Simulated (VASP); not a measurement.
Zr4TiSi4O16 (a cell with a defect), 25 atoms in the cell. The cell holds a defect, 25 atoms: a = 6.626 Å, b = 6.626 Å, c = 5.986 Å, α = 90.00°, β = 90.00°, γ = 90.00°. 

| Quantity | Value |
| --- | --- |
| Program | VASP 6.6.1 |
| Task | single point |
| Functional | PBEsol |
| Potentials or basis | VASP PAW PBE potentials, release 64 (Zr_sv, Si, O, Ti_sv) |
| Cutoff | 520 eV |
| k mesh | 2 × 2 × 2 |
| Occupations | fermi-dirac, width 0.05 eV |
| Spin | no spin polarisation |
| Dipole correction | no |
| Further INCAR settings | ALGO = Normal; EDIFF = 1e-06; NBANDS = 104 |

Potentials or basis: VASP PAW PBE potentials, release 64 (Zr_sv, Si, O, Ti_sv).

Command:

```console
$ cat potpaw_PBE.64/Zr_sv/POTCAR potpaw_PBE.64/Si/POTCAR potpaw_PBE.64/O/POTCAR potpaw_PBE.64/Ti_sv/POTCAR > POTCAR
$ mpirun -np 1 vasp_std > vasp.out
```

Hardware: 1 thread of Intel Xeon 8259CL (shared host).

**Question.** Estimate the wall time of this run.

**Answer.** It took 10 min on 1 thread of Intel Xeon 8259CL, with other jobs on the host, peak memory 0.45 GiB. Counts: scf iterations 18, k points 8.
